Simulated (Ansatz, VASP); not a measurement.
# TaN in VASP and in Ansatz

```
Ta N
1.0
     3.10858    0.00000    0.00000
     0.00000    3.10858    0.00000
     0.00000    0.00000   20.39620
Ta N
3 3
Direct
  0.25000 0.25000 0.39901
  0.75000 0.75000 0.50000
  0.25000 0.25000 0.60099
  0.75000 0.75000 0.38484
  0.25000 0.25000 0.50000
  0.75000 0.75000 0.61516
```

Alike in both runs: functional r2SCAN; k mesh 11 × 11 × 1; occupations fermi-dirac, width 0.05 eV; no spin polarisation.

Ansatz relaxed the structure, and its values are those at the end. VASP's run is a single point on that final structure, the one shown.

```csv
,VASP,Ansatz
version,VASP 6.6.1,Ansatz 0.2.0
potentials or method,"VASP PAW PBE potentials, release 64 (Ta_pv, N)","PAW with Ansatz's default frozen-core files, scalar-relativistic"
plane-wave cutoff (eV),520,500
valence electrons in the cell,48,54
```

```csv
,VASP,Ansatz,Ansatz less VASP
rms of the force components (eV/Å),0.022,0.002,-0.0200
```

VASP's potentials were made for PBE, not for r2SCAN. The functional is the same, so the differences come from potentials, cutoffs and numerics. VASP's potentials hold 48 valence electrons a cell and Ansatz's 54, so a difference there can come from the potentials and not from the codes. Ansatz's warnings: stress scf threshold loose.

Spin-orbit coupling is off throughout.
